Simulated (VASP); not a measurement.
# GaN (P6_3mc) in VASP: notebook

The runs below take GaN through single point, with r2SCAN.

Program: VASP 6.6.1. These are calculated values, not measurements. Logs are shortened: lines on timing, memory, paths and dates and some standing lists are left out, and cuts for length are marked.

**1. The cell of the first run**

The structure is hexagonal, space group P6_3mc (No. 186). Conventional cell: a = 3.279 Å, b = 3.279 Å, c = 5.184 Å, α = 90.00°, β = 90.00°, γ = 120.00°. Within 2.6 Å of Ga (site symmetry 3m) lie 4 N at 1.95 to 2.00 Å. Within 2.6 Å of N (site symmetry 3m) lie 4 Ga at 1.95 to 2.00 Å.

**2. Single point, r2SCAN (strain +0.030 along x and y, +0.000 along z)**

The input, POSCAR:

```
GaN
1.0
    3.2785913828      0.0000000000      0.0000000000
   -1.6392956914      2.8393434261      0.0000000000
    0.0000000000      0.0000000000      5.1835962425
Ga N
2 2
Direct
    0.3333333333      0.6666666667      0.9991101046
    0.6666666667      0.3333333333      0.4991101046
    0.3333333333      0.6666666667      0.3758898954
    0.6666666667      0.3333333333      0.8758898954
```

The input, INCAR.step1:

```
PREC = Accurate ; ENCUT = 520
ISMEAR = 0 ; SIGMA = 0.05
LREAL = F ; LASPH = T
NELM = 100 ; NBANDS = 26
GGA = PE ; ALGO = Normal
EDIFF = 1E-4 ; LWAVE = T
LCHARG = F
```

The input, INCAR.step2:

```
PREC = Accurate ; ENCUT = 520
EDIFF = 1E-7 ; ISMEAR = 0
SIGMA = 0.05 ; LREAL = F
LASPH = T ; NELM = 100
ALGO = Normal ; ISIF = 2
LWAVE = F ; LCHARG = F
METAGGA = R2SCAN ; LMIXTAU = T
NBANDS = 26 ; ISTART = 1
```

The input, KPOINTS:

```
Automatic mesh
0
Gamma
  12 12 6
```

Potentials or basis: VASP PAW PBE potentials, release 64 (Ga_d, N).

Run with:

```console
cat potpaw_PBE.64/Ga_d/POTCAR potpaw_PBE.64/N/POTCAR > POTCAR
cp INCAR.step1 INCAR
mpirun -np 1 vasp_std > vasp.out
cp INCAR.step2 INCAR
mpirun -np 1 vasp_std > vasp.out
```

OUTCAR:

```text
PREC = Accurate
   ENCUT = 520
   EDIFF = 1E-7
   ISMEAR = 0
   LREAL = F
   LASPH = T
   NELM = 100
   ISIF = 2
   METAGGA = R2SCAN
   ISTART = 1

 ion  position               nearest neighbor table
   1  0.333  0.667  0.999-   3 1.95   4 2.00   4 2.00   4 2.00
   2  0.667  0.333  0.499-   4 1.95   3 2.00   3 2.00   3 2.00
   3  0.333  0.667  0.376-   1 1.95   2 2.00   2 2.00   2 2.00
   4  0.667  0.333  0.876-   2 1.95   1 2.00   1 2.00   1 2.00

  LATTYP: Found a hexagonal cell.
 ALAT       =     3.2785913828
 C/A-ratio  =     1.5810436975

  Lattice vectors:

 A1 = (   3.2785913828,   0.0000000000,   0.0000000000)
 A2 = (  -1.6392956914,   2.8393434261,   0.0000000000)
 A3 = (   0.0000000000,   0.0000000000,   5.1835962425)

Analysis of symmetry for initial positions (statically):
=====================================================================
 Subroutine PRICEL returns:
 Original cell was already a primitive cell.

 Routine SETGRP: Setting up the symmetry group for a
 hexagonal supercell.

 Subroutine GETGRP returns: Found 12 space group operations
 (whereof  6 operations were pure point group operations)
 out of a pool of 24 trial point group operations.

The static configuration has the point symmetry C_3v.
 The point group associated with its full space group is C_6v.

Analysis of symmetry for dynamics (positions and initial velocities):
=====================================================================
 Subroutine PRICEL returns:
 Original cell was already a primitive cell.

 Routine SETGRP: Setting up the symmetry group for a
 hexagonal supercell.

 Subroutine GETGRP returns: Found 12 space group operations
 (whereof  6 operations were pure point group operations)
 out of a pool of 24 trial point group operations.

The dynamic configuration has the point symmetry C_3v.
 The point group associated with its full space group is C_6v.

 Subroutine INISYM returns: Found 12 space group operations
 (whereof  6 operations are pure point group operations),
 and found     1 'primitive' translations

----------------------------------------------------------------------------------------

                                     Primitive cell

  volume of cell :      48.2543

  direct lattice vectors                    reciprocal lattice vectors
     3.278591383  0.000000000  0.000000000     0.305009037  0.176097050  0.000000000
    -1.639295691  2.839343426  0.000000000     0.000000000  0.352194099  0.000000000
     0.000000000  0.000000000  5.183596243     0.000000000  0.000000000  0.192916260

  length of vectors
     3.278591383  3.278591383  5.183596243     0.352194099  0.352194099  0.192916260

  position of ions in fractional coordinates (direct lattice)
     0.333333333  0.666666667  0.999110105
     0.666666667  0.333333333  0.499110105
     0.333333333  0.666666667  0.375889895
     0.666666667  0.333333333  0.875889895

  ion indices of the primitive-cell ions
   primitive index   ion index
                 1           1
                 2           2
                 3           3
                 4           4

----------------------------------------------------------------------------------------

 KPOINTS: Automatic mesh

Automatic generation of k-mesh.
 Grid dimensions read from file:
 generate k-points for:   12   12    6

 Generating k-lattice:

  Cartesian coordinates                     Fractional coordinates (reciprocal lattice)
     0.025417420  0.014674754  0.000000000     0.083333333  0.000000000  0.000000000
     0.000000000  0.029349508  0.000000000     0.000000000  0.083333333  0.000000000
     0.000000000  0.000000000  0.032152710     0.000000000  0.000000000  0.166666667

  Length of vectors
     0.029349508  0.029349508  0.032152710

  Shift w.r.t. Gamma in fractional coordinates (k-lattice)
     0.000000000  0.000000000  0.000000000

 Subroutine IBZKPT returns following result:
 ===========================================

 Found     76 irreducible k-points:

 Following reciprocal coordinates:
            Coordinates               Weight
  0.000000  0.000000  0.000000      1.000000
  0.083333 -0.000000  0.000000      6.000000
  0.166667 -0.000000  0.000000      6.000000
  0.250000  0.000000  0.000000      6.000000
  0.333333 -0.000000  0.000000      6.000000
  0.416667 -0.000000  0.000000      6.000000
[... 16 lines left out ...]
  0.250000  0.000000  0.166667     12.000000
  0.333333 -0.000000  0.166667     12.000000
 [... further k-points ...]
   k-points           NKPTS =     76   k-points in BZ     NKDIM =     76   number of bands    NBANDS=     26
   number of dos      NEDOS =    301   number of ions     NIONS =      4
   total plane-waves  NPLWV =  23040
   dimension x,y,z NGX =    24 NGY =   24 NGZ =   40
   dimension x,y,z NGXF=    48 NGYF=   48 NGZF=   80
   ions per type =               2   2
   NGX,Y,Z   is equivalent  to a cutoff of  12.17, 12.17, 12.83 a.u.
   NGXF,Y,Z  is equivalent  to a cutoff of  24.34, 24.34, 25.66 a.u.
 SYSTEM =  unknown system
   PREC   = accura    normal or accurate (medium, high low for compatibility)
   ISTART =      1    job   : 0-new  1-cont  2-samecut
   ICHARG =      0    charge: 1-file 2-atom 10-const
   ISPIN  =      1    spin polarized calculation?
   LNONCOLLINEAR =      F non collinear calculations
   LSORBIT =      F    spin-orbit coupling
   LASPH  =      T    aspherical Exc in radial PAW
   ENCUT  =  520.0 eV  38.22 Ry    6.18 a.u.   6.10  6.10  9.64*2*pi/ulx,y,z
   NELM   =    100;   NELMIN=  2; NELMDL=  0     # of ELM steps
   EDIFF  = 0.1E-06   stopping-criterion for ELM
   LREAL  =      F    real-space projection
   EDIFFG = 0.1E-05   stopping-criterion for IOM
   NSW    =      0    number of steps for IOM
   IBRION =     -1    ionic relax: 0-MD 1-quasi-New 2-CG
   NFREE  =      0    steps in history (QN), initial steepest desc. (CG)
   ISIF   =      2    stress and relaxation
   ISYM   =      2    0-nonsym 1-usesym 2-fastsym
   POTIM  = 0.5000    time-step for ionic-motion
   TEBEG  =    0.0;   TEEND  =   0.0 temperature during run
   PSTRESS=    0.0 pullay stress
   NELECT =      36.0000    total number of electrons
   NUPDOWN=      -1.0000    fix difference up-down
   EMIN   =  10.00;   EMAX   =-10.00  energy-range for DOS
   EFERMI =   0.00;   METHOD = LEGACY
   ISMEAR =     0;   SIGMA  =   0.05  broadening in eV -4-tet -1-fermi 0-gaus
   EFERMI_NEDOS =   21; number of points for ismear=-14 and -15
   IALGO  =     38    algorithm
   IMIX   =      4    mixing-type and parameters
     AMIX     =   0.40;   BMIX     =  1.00
     AMIX_MAG =   1.60;   BMIX_MAG =  1.00
  volume/ion in A,a.u.               =      12.06        81.41
  Fermi-wavevector in a.u.,A,eV,Ry     =   1.484785  2.805837 29.995215  2.204586
  Thomas-Fermi vector in A             =   2.598278
   LORBIT       =      0    0 simple, 1 ext, 2 COOP (PROOUT), +10 PAW based schemes
   METAGGA = R2SCAN    functional components
   LHFCALC =     F    Hartree Fock is set to
   AEXX    =    0.0000 exact exchange contribution
   IVDW    =     0    specifies the selected vdW correction
   LEPSILON=     F    determine dielectric tensor
   LRPA    =     F    only Hartree local field effects (RPA)
 non-spin polarized calculation
 Gauss-broadening in eV      SIGMA  =   0.05
  energy-cutoff  :      520.00
  volume of cell :       48.25
 maximum number of plane-waves:      1329
   NGX = 13   NGY = 13   NGZ = 19

 number of electron      36.0000002 magnetization

 Free energy of the ion-electron system (eV)
  ---------------------------------------------------
  ext. energy  EPLUGINS =         0.00000000
  ---------------------------------------------------
  free energy    TOTEN  =       -43.71673555 eV

  energy without entropy =      -43.71673555  energy(sigma->0) =      -43.71673555

 E-fermi :   4.6987     XC(G=0): -12.3166

 val. band max:        4.4986415079   @ k =   0.0000   0.0000   0.0000
 cond. band min:       6.4374318815   @ k =   0.0000   0.0000   0.0000
 fundamental gap:      1.9387903736
 Fermi energy:         4.6986944283

 k-point     1 :       0.0000    0.0000    0.0000
  band No.  band energies     occupation
      1     -11.8443      2.00000
      2     -10.9977      2.00000
      3      -9.3248      2.00000
      4      -9.3046      2.00000
      5      -9.3046      2.00000
      6      -9.2422      2.00000
[... 18 lines left out ...]
     25      16.3728      0.00000
     26      16.3728      0.00000

 k-point     2 :       0.0833   -0.0000    0.0000
  band No.  band energies     occupation
      1     -11.7851      2.00000
      2     -10.9840      2.00000
      3      -9.3164      2.00000
      4      -9.2966      2.00000
      5      -9.2826      2.00000
      6      -9.2353      2.00000
[... 18 lines left out ...]
     25      16.2440      0.00000
     26      16.5293      0.00000

 k-point     3 :       0.1667   -0.0000    0.0000
  band No.  band energies     occupation
      1     -11.6242      2.00000
      2     -10.9498      2.00000
      3      -9.2947      2.00000
      4      -9.2771      2.00000
      5      -9.2285      2.00000
      6      -9.2000      2.00000
[... 18 lines left out ...]
     25      16.4196      0.00000
     26      16.9043      0.00000

 k-point     4 :       0.2500    0.0000    0.0000
  band No.  band energies     occupation
      1     -11.4112      2.00000
      2     -10.9115      2.00000
      3      -9.2719      2.00000
      4      -9.2574      2.00000
      5      -9.1944      2.00000
      6      -9.1581      2.00000
[... 18 lines left out ...]
     25      16.3161      0.00000
     26      17.3988      0.00000

 k-point     5 :       0.3333   -0.0000    0.0000
  band No.  band energies     occupation
      1     -11.2142      2.00000
      2     -10.8831      2.00000
      3      -9.2571      2.00000
      4      -9.2465      2.00000
      5      -9.1682      2.00000
      6      -9.1176      2.00000
[... 18 lines left out ...]
     25      16.4154      0.00000
     26      18.0347      0.00000

 k-point     6 :       0.4167   -0.0000    0.0000
  band No.  band energies     occupation
      1     -11.0849      2.00000
      2     -10.8698      2.00000
      3      -9.2527      2.00000
      4      -9.2436      2.00000
      5      -9.1574      2.00000
      6      -9.1055      2.00000
[... 427 lines left out ...]
 k-point    21 :       0.0833   -0.0000    0.1667
  band No.  band energies     occupation
      1     -11.7102      2.00000
      2     -11.0090      2.00000
      3      -9.3061      2.00000
      4      -9.2948      2.00000
      5      -9.2679      2.00000
      6      -9.2414      2.00000
[... 18 lines left out ...]
     25      15.9381      0.00000
     26      16.2644      0.00000

 k-point    22 :       0.1667   -0.0000    0.1667
  band No.  band energies     occupation
      1     -11.5571      2.00000
      2     -10.9686      2.00000
      3      -9.2911      2.00000
      4      -9.2738      2.00000
      5      -9.2309      2.00000
      6      -9.2069      2.00000
[... 18 lines left out ...]
     25      15.8806      0.00000
     26      16.6772      0.00000

 k-point    23 :       0.2500    0.0000    0.1667
  band No.  band energies     occupation
      1     -11.3566      2.00000
      2     -10.9226      2.00000
      3      -9.2723      2.00000
      4      -9.2514      2.00000
      5      -9.2043      2.00000
      6      -9.1652      2.00000
[... 18 lines left out ...]
     25      16.0079      0.00000
     26      17.2237      0.00000

 k-point    24 :       0.3333   -0.0000    0.1667
  band No.  band energies     occupation
      1     -11.1741      2.00000
      2     -10.8876      2.00000
      3      -9.2609      2.00000
      4      -9.2373      2.00000
      5      -9.1804      2.00000
      6      -9.1248      2.00000
[... 18 lines left out ...]
     25      16.2586      0.00000
     26      17.8523      0.00000

 [... further k-points ...]

------------------------ aborting loop because EDIFF is reached ----------------------------------------

  FORCE on cell =-STRESS in cart. coord.  units (eV):
  Direction    XX          YY          ZZ          XY          YZ          ZX
  --------------------------------------------------------------------------------------
  -------------------------------------------------------------------------------------
  Total       -3.7930818     -3.7930818     -0.7171516      0.0000000      0.0000000      0.0000000
  in kB     -125.9407880   -125.9407880    -23.8114142      0.0000000      0.0000000      0.0000000
  external PRESSURE =     -91.8976634 kB  Pullay stress =       0.0000000 kB

 VOLUME and BASIS-vectors are now :
 -----------------------------------------------------------------------------
  energy-cutoff  :      520.00
  volume of cell :       48.25
      direct lattice vectors                 reciprocal lattice vectors
     3.278591383  0.000000000  0.000000000     0.305009037  0.176097050  0.000000000
    -1.639295691  2.839343426  0.000000000     0.000000000  0.352194099  0.000000000
     0.000000000  0.000000000  5.183596243     0.000000000  0.000000000  0.192916260

 POSITION                                       TOTAL-FORCE (eV/Angst)
 -----------------------------------------------------------------------------------
     -0.00000      1.89290      5.17898        -0.000000      0.000000     -0.249034
      1.63930      0.94645      2.58719         0.000000     -0.000000     -0.249034
     -0.00000      1.89290      1.94846        -0.000000     -0.000000      0.249034
      1.63930      0.94645      4.54026        -0.000000     -0.000000      0.249034
 -----------------------------------------------------------------------------------
    total drift:                                0.000002      0.000003      0.029224

  FREE ENERGIE OF THE ION-ELECTRON SYSTEM (eV)
  ---------------------------------------------------
  free  energy   TOTEN  =       -43.7167355493 eV

  energy  without entropy=      -43.7167355493  energy(sigma->0) =      -43.71673555
```

It took 2.4 min on 1 thread of Intel Xeon 6975P-C (Granite Rapids), shared host; peak memory 0.22 GiB.

What came out:

| Property | Result |
| --- | --- |
| Free energy | -43.7167 eV |
| Pressure | -9.2 GPa |
| Largest force | 0.249 eV/Å |
| Band gap on the k mesh | 1.94 eV |

Forces on the atoms (eV/Å):
```
Ga   0.000  0.000 -0.249
Ga   0.000  0.000 -0.249
N    0.000  0.000  0.249
N    0.000  0.000  0.249
```

Levels at points of the mesh, in eV from the valence-band top:
```csv
k point,band 15,band 16,band 17,band 18,band 19,band 20,band 21,band 22
"(0.00, 0.00, 0.00)",-1.15,-0.05,-0.05,0.00,1.94,4.13,9.79,9.97
"(0.50, 0.00, 0.00)",-4.09,-2.76,-2.12,-0.93,5.17,5.73,6.57,8.90
"(0.00, 0.00, 0.50)",-0.61,-0.61,-0.61,-0.61,4.26,4.26,8.98,8.98
"(0.50, 0.00, 0.50)",-1.93,-1.93,-1.76,-1.76,4.72,4.72,8.09,8.09
```

Caveat: the cell differs from its parent crystal (strain +0.030 along x and y, +0.000 along z); the stress differs along the axes, from -13 to -2 GPa; the PAW data sets were made with another functional, which shifts forces and pressure a little.

**3. Single point, r2SCAN (strain +0.015 along x and y, +0.030 along z)**

The input, POSCAR:

```
GaN
1.0
    3.2308449063      0.0000000000      0.0000000000
   -1.6154224532      2.7979937646      0.0000000000
    0.0000000000      0.0000000000      5.3391041298
Ga N
2 2
Direct
    0.3333333333      0.6666666667      0.9991101046
    0.6666666667      0.3333333333      0.4991101046
    0.3333333333      0.6666666667      0.3758898954
    0.6666666667      0.3333333333      0.8758898954
```

The input, INCAR.step1:

```
SYSTEM = GaN
  ALGO = Normal
  EDIFF = 1E-4
  ENCUT = 520
  GGA = PE
  ISMEAR = 0
  LASPH = .TRUE.
  LCHARG = .FALSE.
  LREAL = .FALSE.
  LWAVE = .TRUE.
  NBANDS = 26
  NELM = 80
  PREC = Accurate
  SIGMA = 0.05
```

The input, INCAR.step2:

```
SYSTEM = GaN
  ALGO = Normal
  EDIFF = 1E-6
  ENCUT = 520
  ISIF = 2
  ISMEAR = 0
  ISTART = 1
  LASPH = .TRUE.
  LCHARG = .FALSE.
  LMIXTAU = .TRUE.
  LREAL = .FALSE.
  LWAVE = .FALSE.
  METAGGA = R2SCAN
  NBANDS = 26
  NELM = 80
  PREC = Accurate
  SIGMA = 0.05
```

The input, KPOINTS:

```
k-points
0
G
  12 12 6
  0 0 0
```

Potentials or basis: VASP PAW PBE potentials, release 64 (Ga_d, N).

Run with:

```console
cat potpaw_PBE.64/Ga_d/POTCAR potpaw_PBE.64/N/POTCAR > POTCAR
cp INCAR.step1 INCAR
mpirun -np 1 vasp_std > vasp.out
cp INCAR.step2 INCAR
mpirun -np 1 vasp_std > vasp.out
```

Wall time 1.9 min (1 thread of Intel Xeon 6975P-C (Granite Rapids), shared host); peak memory 0.22 GiB.

Results (log left out):

```
Free energy            : -43.7400 eV
Pressure               : -9.3 GPa
Largest force          : 0.084 eV/Å
Band gap on the k mesh : 1.89 eV
```

Forces on the atoms (eV/Å):
```
Ga   0.000  0.000  0.084
Ga   0.000  0.000  0.084
N    0.000  0.000 -0.084
N    0.000  0.000 -0.084
```

Stress tensor (GPa, compression positive):
```
 -7.68   0.00   0.00
  0.00  -7.68   0.00
  0.00   0.00 -12.40
```

Levels at points of the mesh, in eV from the valence-band top:
```csv
k point,band 15,band 16,band 17,band 18,band 19,band 20,band 21,band 22
"(0.00, 0.00, 0.00)",-0.94,-0.08,0.00,0.00,1.89,4.53,9.48,10.34
"(0.50, 0.00, 0.00)",-4.03,-2.59,-2.07,-0.99,5.47,5.71,6.27,8.76
"(0.00, 0.00, 0.50)",-0.48,-0.48,-0.48,-0.48,4.40,4.40,8.76,8.76
"(0.50, 0.00, 0.50)",-1.88,-1.88,-1.85,-1.85,4.64,4.64,7.98,7.98
```

Caveat: the cell differs from its parent crystal (strain +0.015 along x and y, +0.030 along z); the cell stands under tension; the PAW data sets were made with another functional, which shifts forces and pressure a little.
